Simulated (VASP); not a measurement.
# Cu in VASP: a series of runs

Runs on Cu. Level: r2SCAN. Tasks: single point.

All numbers are computed with VASP 6.6.1; they aren't measurements. Logs are shortened: lines on timing, memory, paths and dates and some standing lists are left out, and cuts for length are marked.

**1. The cell of the first run**

Symmetry: I4/mmm, No. 139, tetragonal system. The conventional cell has a = 2.886 Å, b = 2.886 Å, c = 2.752 Å, α = 90.00°, β = 90.00°, γ = 90.00°. Cu (site symmetry 4/mmm) has 14 Cu at 2.46 to 2.89 Å within 3.2 Å.

**2. Single point, r2SCAN**

POSCAR

```
Cu
1.0
   -1.4427933200      1.4427933200      1.3760814500
    1.4427933200     -1.4427933200      1.3760814500
    1.4427933200      1.4427933200     -1.3760814500
Cu
1
Direct
    0.0000000000      0.0000000000      0.0000000000
```

INCAR.step1

```
SYSTEM = Cu
  PREC = Accurate
  ENCUT = 520
  ISMEAR = 0
  SIGMA = 0.1
  LREAL = .False.
  LASPH = .True.
  NELM = 80
  NBANDS = 12
  GGA = PE
  ALGO = Normal
  EDIFF = 1E-4
  LWAVE = .True.
  LCHARG = .False.
```

INCAR.step2

```
SYSTEM = Cu
  PREC = Accurate
  ENCUT = 520
  EDIFF = 1E-6
  ISMEAR = 0
  SIGMA = 0.1
  LREAL = .False.
  LASPH = .True.
  NELM = 80
  ALGO = Normal
  ISIF = 2
  LWAVE = .False.
  LCHARG = .True.
  METAGGA = R2SCAN
  LMIXTAU = .True.
  LELF = .True.
  LVHAR = .True.
  NBANDS = 12
  ISTART = 1
```

KPOINTS

```
Automatic mesh
0
Gamma
  4 4 4
  0 0 0
```

Potentials or basis: VASP PAW PBE potentials, release 64 (Cu).

On the command line:

```
$ cat potpaw_PBE.64/Cu/POTCAR > POTCAR
$ cp INCAR.step1 INCAR
$ mpirun -np 1 vasp_std > vasp.out
$ cp INCAR.step2 INCAR
$ mpirun -np 1 vasp_std > vasp.out
```

OUTCAR:

```text
SYSTEM = Cu
   PREC = Accurate
   ENCUT = 520
   EDIFF = 1E-6
   ISMEAR = 0
   LREAL = .False.
   LASPH = .True.
   NELM = 80
   ISIF = 2
   METAGGA = R2SCAN
   ISTART = 1

 ion  position               nearest neighbor table
   1  0.000  0.000  0.000-

  LATTYP: Found a body centered tetragonal cell.
 ALAT       =     2.8855866400
 C/A-ratio  =     0.9537620052

  Lattice vectors:

 A1 = (  -1.4427933200,   1.4427933200,   1.3760814500)
 A2 = (   1.4427933200,  -1.4427933200,   1.3760814500)
 A3 = (   1.4427933200,   1.4427933200,  -1.3760814500)

Analysis of symmetry for initial positions (statically):
=====================================================================
 Subroutine PRICEL returns:
 Original cell was already a primitive cell.

 Routine SETGRP: Setting up the symmetry group for a
 body centered tetragonal supercell.

 Subroutine GETGRP returns: Found 16 space group operations
 (whereof 16 operations were pure point group operations)
 out of a pool of 16 trial point group operations.

The static configuration has the point symmetry D_4h.

Analysis of symmetry for dynamics (positions and initial velocities):
=====================================================================
 Subroutine PRICEL returns:
 Original cell was already a primitive cell.

 Routine SETGRP: Setting up the symmetry group for a
 body centered tetragonal supercell.

 Subroutine GETGRP returns: Found 16 space group operations
 (whereof 16 operations were pure point group operations)
 out of a pool of 16 trial point group operations.

The dynamic configuration has the point symmetry D_4h.

 Subroutine INISYM returns: Found 16 space group operations
 (whereof 16 operations are pure point group operations),
 and found     1 'primitive' translations

----------------------------------------------------------------------------------------

                                     Primitive cell

  volume of cell :      11.4581

  direct lattice vectors                    reciprocal lattice vectors
    -1.442793320  1.442793320  1.376081450     0.000000000  0.346549983  0.363350585
     1.442793320 -1.442793320  1.376081450     0.346549983  0.000000000  0.363350585
     1.442793320  1.442793320 -1.376081450     0.346549983  0.346549983  0.000000000

  length of vectors
     2.461078074  2.461078074  2.461078074     0.502116060  0.502116060  0.490095685

  position of ions in fractional coordinates (direct lattice)
     0.000000000  0.000000000  0.000000000

  ion indices of the primitive-cell ions
   primitive index   ion index
                 1           1

----------------------------------------------------------------------------------------

 KPOINTS: Automatic mesh

Automatic generation of k-mesh.
 Grid dimensions read from file:
 generate k-points for:    4    4    4

 Generating k-lattice:

  Cartesian coordinates                     Fractional coordinates (reciprocal lattice)
     0.000000000  0.086637496  0.090837646     0.250000000 -0.000000000  0.000000000
     0.086637496  0.000000000  0.090837646    -0.000000000  0.250000000  0.000000000
     0.086637496  0.086637496  0.000000000     0.000000000  0.000000000  0.250000000

  Length of vectors
     0.125529015  0.125529015  0.122523921

  Shift w.r.t. Gamma in fractional coordinates (k-lattice)
     0.000000000  0.000000000  0.000000000

 Subroutine IBZKPT returns following result:
 ===========================================

 Found     13 irreducible k-points:

 Following reciprocal coordinates:
            Coordinates               Weight
  0.000000  0.000000  0.000000      1.000000
  0.250000 -0.000000  0.000000      8.000000
  0.500000 -0.000000  0.000000      4.000000
  0.250000  0.250000  0.000000      8.000000
  0.500000  0.250000  0.000000     16.000000
 -0.250000  0.250000  0.000000      4.000000
  0.500000  0.500000  0.000000      2.000000
  0.250000  0.250000  0.250000      2.000000
 -0.250000  0.250000  0.250000      4.000000
  0.500000  0.500000  0.250000      4.000000
 -0.250000  0.500000  0.250000      8.000000
 -0.250000 -0.250000  0.250000      2.000000
  0.500000  0.500000  0.500000      1.000000
   k-points           NKPTS =     13   k-points in BZ     NKDIM =     13   number of bands    NBANDS=     12
   number of dos      NEDOS =    301   number of ions     NIONS =      1
   total plane-waves  NPLWV =   5832
   dimension x,y,z NGX =    18 NGY =   18 NGZ =   18
   dimension x,y,z NGXF=    36 NGYF=   36 NGZF=   36
   ions per type =               1
   NGX,Y,Z   is equivalent  to a cutoff of  12.16, 12.16, 12.16 a.u.
   NGXF,Y,Z  is equivalent  to a cutoff of  24.32, 24.32, 24.32 a.u.
 SYSTEM =  Cu
   PREC   = accura    normal or accurate (medium, high low for compatibility)
   ISTART =      1    job   : 0-new  1-cont  2-samecut
   ICHARG =      0    charge: 1-file 2-atom 10-const
   ISPIN  =      1    spin polarized calculation?
   LNONCOLLINEAR =      F non collinear calculations
   LSORBIT =      F    spin-orbit coupling
   LASPH  =      T    aspherical Exc in radial PAW
   ENCUT  =  520.0 eV  38.22 Ry    6.18 a.u.   4.58  4.58  4.58*2*pi/ulx,y,z
   NELM   =     80;   NELMIN=  2; NELMDL=  0     # of ELM steps
   EDIFF  = 0.1E-05   stopping-criterion for ELM
   LREAL  =      F    real-space projection
   EDIFFG = 0.1E-04   stopping-criterion for IOM
   NSW    =      0    number of steps for IOM
   IBRION =     -1    ionic relax: 0-MD 1-quasi-New 2-CG
   NFREE  =      0    steps in history (QN), initial steepest desc. (CG)
   ISIF   =      2    stress and relaxation
   ISYM   =      2    0-nonsym 1-usesym 2-fastsym
   POTIM  = 0.5000    time-step for ionic-motion
   TEBEG  =    0.0;   TEEND  =   0.0 temperature during run
   PSTRESS=    0.0 pullay stress
   NELECT =      11.0000    total number of electrons
   NUPDOWN=      -1.0000    fix difference up-down
   EMIN   =  10.00;   EMAX   =-10.00  energy-range for DOS
   EFERMI =   0.00;   METHOD = LEGACY
   ISMEAR =     0;   SIGMA  =   0.10  broadening in eV -4-tet -1-fermi 0-gaus
   EFERMI_NEDOS =   21; number of points for ismear=-14 and -15
   IALGO  =     38    algorithm
   IMIX   =      4    mixing-type and parameters
     AMIX     =   0.40;   BMIX     =  1.00
     AMIX_MAG =   1.60;   BMIX_MAG =  1.00
  volume/ion in A,a.u.               =      11.46        77.32
  Fermi-wavevector in a.u.,A,eV,Ry     =   1.614984  3.051878 35.486359  2.608174
  Thomas-Fermi vector in A             =   2.709805
   LORBIT       =      0    0 simple, 1 ext, 2 COOP (PROOUT), +10 PAW based schemes
   METAGGA = R2SCAN    functional components
   LHFCALC =     F    Hartree Fock is set to
   AEXX    =    0.0000 exact exchange contribution
   IVDW    =     0    specifies the selected vdW correction
   LEPSILON=     F    determine dielectric tensor
   LRPA    =     F    only Hartree local field effects (RPA)
 non-spin polarized calculation
 Gauss-broadening in eV      SIGMA  =   0.10
  energy-cutoff  :      520.00
  volume of cell :       11.46
 maximum number of plane-waves:       321
   NGX =  9   NGY =  9   NGZ =  9

 number of electron      10.9999998 magnetization

 Free energy of the ion-electron system (eV)
  ---------------------------------------------------
  ext. energy  EPLUGINS =         0.00000000
  ---------------------------------------------------
  free energy    TOTEN  =       -10.58424519 eV

  energy without entropy =      -10.57017166  energy(sigma->0) =      -10.57720842

 E-fermi :   7.9025     XC(G=0): -14.0026

 val. band max:        7.1900914240   @ k =   0.5000  -0.0000   0.0000
 cond. band min:       7.9139137435   @ k =   0.5000   0.2500   0.0000
 fundamental gap:      0.7238223196
 Fermi energy:         7.9025425304

 k-point     1 :       0.0000    0.0000    0.0000
  band No.  band energies     occupation
      1      -2.1677      2.00000
      2       4.1616      2.00000
      3       4.3490      2.00000
      4       4.3492      2.00000
      5       5.2008      2.00000
      6       5.4050      2.00000
      7      33.6325      0.00000
      8      33.6325      0.00000
      9      34.9573      0.00000
     10      37.9028      0.00000
     11      38.0834      0.00000
     12      38.0835      0.00000

 k-point     2 :       0.2500   -0.0000    0.0000
  band No.  band energies     occupation
      1       0.2391      2.00000
      2       3.8439      2.00000
      3       4.2477      2.00000
      4       5.1130      2.00000
      5       5.2128      2.00000
      6       5.3415      2.00000
      7      22.4876      0.00000
      8      28.8506      0.00000
      9      29.6904      0.00000
     10      31.1840      0.00000
     11      33.9169      0.00000
     12      39.2804      0.00000

 k-point     3 :       0.5000   -0.0000    0.0000
  band No.  band energies     occupation
      1       2.2844      2.00000
      2       3.4515      2.00000
      3       5.2942      2.00000
      4       5.5124      2.00000
      5       6.1110      2.00000
      6       7.1901      2.00000
      7      12.6248      0.00000
      8      25.8933      0.00000
      9      26.1568      0.00000
     10      29.8442      0.00000
     11      33.1647      0.00000
     12      43.4923      0.00000
[... 121 lines left out ...]
 k-point    12 :      -0.2500   -0.2500    0.2500
  band No.  band energies     occupation
      1       2.2023      2.00000
      2       4.0799      2.00000
      3       4.5182      2.00000
      4       4.5184      2.00000
      5       5.0715      2.00000
      6       6.4930      2.00000
      7      23.0704      0.00000
      8      23.0705      0.00000
      9      24.3909      0.00000
     10      26.0347      0.00000
     11      40.9199      0.00000
     12      41.0452      0.00000

 k-point    13 :       0.5000    0.5000    0.5000
  band No.  band energies     occupation
      1       2.5997      2.00000
      2       2.6471      2.00000
      3       5.9078      2.00000
      4       5.9080      2.00000
      5       5.9698      2.00000
      6      15.9256      0.00000
      7      15.9258      0.00000
      8      17.8657      0.00000
      9      21.4073      0.00000
     10      22.1186      0.00000
     11      25.4186      0.00000
     12      48.7102      0.00000

------------------------ aborting loop because EDIFF is reached ----------------------------------------

  FORCE on cell =-STRESS in cart. coord.  units (eV):
  Direction    XX          YY          ZZ          XY          YZ          ZX
  --------------------------------------------------------------------------------------
  -------------------------------------------------------------------------------------
  Total        0.0675188      0.0675188     -0.0705603      0.0000000      0.0000000      0.0000000
  in kB        9.4411066      9.4411066     -9.8663969      0.0000000      0.0000000      0.0000000
  external PRESSURE =       3.0052721 kB  Pullay stress =       0.0000000 kB

 VOLUME and BASIS-vectors are now :
 -----------------------------------------------------------------------------
  energy-cutoff  :      520.00
  volume of cell :       11.46
      direct lattice vectors                 reciprocal lattice vectors
    -1.442793320  1.442793320  1.376081450     0.000000000  0.346549983  0.363350585
     1.442793320 -1.442793320  1.376081450     0.346549983  0.000000000  0.363350585
     1.442793320  1.442793320 -1.376081450     0.346549983  0.346549983  0.000000000

 POSITION                                       TOTAL-FORCE (eV/Angst)
 -----------------------------------------------------------------------------------
      0.00000      0.00000      0.00000         0.000000      0.000000      0.000000
 -----------------------------------------------------------------------------------
    total drift:                               -0.000000     -0.000000      0.000000

  FREE ENERGIE OF THE ION-ELECTRON SYSTEM (eV)
  ---------------------------------------------------
  free  energy   TOTEN  =       -10.5842451865 eV

  energy  without entropy=      -10.5701716564  energy(sigma->0) =      -10.57720842
```

Run time: 20 s. Hardware: 1 thread of AMD EPYC 7R43 (Zen 3), shared host; peak memory 0.08 GiB.

What came out:

| Property | Result |
| --- | --- |
| Free energy | -10.5842 eV |
| Pressure | 0.3 GPa |

Caveat: the k points lie up to 0.79 Å⁻¹ apart; the PAW data sets were made with another functional, which shifts forces and pressure a little.

**3. Single point, r2SCAN**

POSCAR is that of step 2.

INCAR.step1

```
SYSTEM = Cu
  PREC = Accurate
  ENCUT = 520
  ISMEAR = 0
  SIGMA = 0.1
  LREAL = .FALSE.
  LASPH = .TRUE.
  NELM = 100
  NBANDS = 12
  GGA = PE
  ALGO = Normal
  EDIFF = 1E-4
  LWAVE = .TRUE.
  LCHARG = .FALSE.
```

INCAR.step2

```
SYSTEM = Cu
  PREC = Accurate
  ENCUT = 520
  EDIFF = 1E-6
  ISMEAR = 0
  SIGMA = 0.1
  LREAL = .FALSE.
  LASPH = .TRUE.
  NELM = 100
  ALGO = Normal
  ISIF = 2
  LWAVE = .FALSE.
  LCHARG = .TRUE.
  METAGGA = R2SCAN
  LMIXTAU = .TRUE.
  LELF = .TRUE.
  LVHAR = .TRUE.
  NBANDS = 12
  ISTART = 1
```

KPOINTS

```
Automatic mesh
0
G
  6 6 6
  0 0 0
```

Potentials or basis: VASP PAW PBE potentials, release 64 (Cu).

On the command line:

```
$ cat potpaw_PBE.64/Cu/POTCAR > POTCAR
$ cp INCAR.step1 INCAR
$ mpirun -np 1 vasp_std > vasp.out
$ cp INCAR.step2 INCAR
$ mpirun -np 1 vasp_std > vasp.out
```

Wall time 30 s (1 thread of AMD EPYC 7R43 (Zen 3), shared host); peak memory 0.08 GiB.

Results (log left out):

| Property | Result |
| --- | --- |
| Free energy | -10.7196 eV |
| Pressure | 1.5 GPa |

Stress tensor (GPa, compression positive):
```
1.90 0.00 0.00
0.00 1.90 0.00
0.00 0.00 0.60
```

Levels at points of the mesh, in eV from the Fermi level:
```
           k point  band 2  band 3  band 4  band 5  band 6  band 7  band 8  band 9  band 10  band 11
(0.00, 0.00, 0.00)   -3.60   -3.40   -3.40   -2.53   -2.33   25.72   25.72   27.04    30.00    30.19
(0.50, 0.00, 0.00)   -4.31   -2.44   -2.22   -1.63   -0.69    4.80   17.99   18.27    21.99    25.28
(0.50, 0.50, 0.00)   -4.07   -2.60   -2.36   -1.65   -1.08    4.26   19.26   19.75    23.23    26.41
(0.50, 0.50, 0.50)   -5.12   -1.83   -1.83   -1.77    8.05    8.05    9.98   13.56    14.29    17.53
```

Caveat: the k points lie up to 0.53 Å⁻¹ apart; the PAW data sets were made with another functional, which shifts forces and pressure a little.

**4. Single point, r2SCAN**

POSCAR

```
Cu
1.0
   -1.4471553690      1.4337440392      1.3601266570
    1.4472463215     -1.4399025159      1.3666790560
    1.4638359032      1.4565830501     -1.3665836942
Cu
1
Direct
   -0.0017728543     -0.0219278576      0.0249258529
```

INCAR.step1

```
PREC     = Accurate       # precision mode
ENCUT    = 520            # plane-wave cutoff, eV
ISMEAR   = 0              # smearing method
SIGMA    = 0.1            # smearing width, eV
LREAL    = False          # projectors in reciprocal space
LASPH    = True           # aspherical terms in the spheres
NELM     = 60             # most SCF steps
NBANDS   = 12             # bands
GGA      = PE             # functional
ALGO     = Normal         # electronic algorithm
EDIFF    = 1E-4           # SCF threshold, eV
LWAVE    = True           # write WAVECAR
LCHARG   = False          # write CHGCAR
```

INCAR.step2

```
PREC     = Accurate       # precision mode
ENCUT    = 520            # plane-wave cutoff, eV
EDIFF    = 1E-6           # SCF threshold, eV
ISMEAR   = 0              # smearing method
SIGMA    = 0.1            # smearing width, eV
LREAL    = False          # projectors in reciprocal space
LASPH    = True           # aspherical terms in the spheres
NELM     = 60             # most SCF steps
ALGO     = Normal         # electronic algorithm
ISIF     = 2              # what is computed and relaxed
LWAVE    = False          # write WAVECAR
LCHARG   = False          # write CHGCAR
METAGGA  = R2SCAN         # meta-GGA
LMIXTAU  = True         
NBANDS   = 12             # bands
ISTART   = 1
```

KPOINTS

```
Automatic mesh
0
Gamma
  4 4 4
```

Potentials or basis: VASP PAW PBE potentials, release 64 (Cu).

On the command line:

```
$ cat potpaw_PBE.64/Cu/POTCAR > POTCAR
$ cp INCAR.step1 INCAR
$ mpirun -np 1 vasp_std > vasp.out
$ cp INCAR.step2 INCAR
$ mpirun -np 1 vasp_std > vasp.out
```

OUTCAR:

```text
PREC = Accurate
   ENCUT = 520
   EDIFF = 1E-6
   ISMEAR = 0
   LREAL = False
   LASPH = True
   NELM = 60
   ISIF = 2
   METAGGA = R2SCAN
   ISTART = 1

 ion  position               nearest neighbor table
   1  0.998  0.978  0.025-

  LATTYP: Found a triclinic cell.
 ALAT       =     6.4703896735
 B/A-ratio  =     0.6303573513
 C/A-ratio  =     0.3827107509
 COS(alpha) =     0.0041851624
 COS(beta)  =     0.2701058063
 COS(gamma) =     0.9478165318

  Lattice vectors:

[... 535 lines left out ...]
      4       4.7298      2.00000
      5       5.1255      2.00000
      6       6.0740      2.00000
      7      22.1735      0.00000
      8      24.2688      0.00000
      9      24.6892      0.00000
     10      27.2495      0.00000
     11      41.7826      0.00000
     12      41.9359      0.00000

 [... further k-points ...]
[... 5 lines left out ...]
  --------------------------------------------------------------------------------------
  -------------------------------------------------------------------------------------
  Total        0.0714441     -0.0139151     -0.0077667      0.1684930     -0.0473434     -0.0038503
  in kB        9.9785632     -1.9435108     -1.0847758     23.5333332     -6.6124254     -0.5377743
  external PRESSURE =       2.3167588 kB  Pullay stress =       0.0000000 kB

 VOLUME and BASIS-vectors are now :
 -----------------------------------------------------------------------------
  energy-cutoff  :      520.00
  volume of cell :       11.47
      direct lattice vectors                 reciprocal lattice vectors
    -1.447155369  1.433744039  1.360126657    -0.001999288  0.346814171  0.367512810
     1.447246321 -1.439902516  1.366679056     0.343509511 -0.001163200  0.366715380
     1.463835903  1.456583050 -1.366583694     0.341543640  0.344012211  0.000765558

 POSITION                                       TOTAL-FORCE (eV/Angst)
 -----------------------------------------------------------------------------------
      0.00741      0.05918      2.66036         0.000000     -0.000000     -0.000000
 -----------------------------------------------------------------------------------
    total drift:                               -0.000095     -0.000231     -0.001229

  FREE ENERGIE OF THE ION-ELECTRON SYSTEM (eV)
  ---------------------------------------------------
  free  energy   TOTEN  =       -10.5864904270 eV

  energy  without entropy=      -10.5741706555  energy(sigma->0) =      -10.58033054
```

It took 40 s on 1 thread of AMD EPYC 7R43 (Zen 3), shared host; peak memory 0.09 GiB.

Results:

| Quantity | Value |
| --- | --- |
| Free energy | -10.5865 eV |
| Pressure | 0.2 GPa |

Caveat: the k points lie up to 0.79 Å⁻¹ apart; the PAW data sets were made with another functional, which shifts forces and pressure a little.

[end of part 1 of 2]
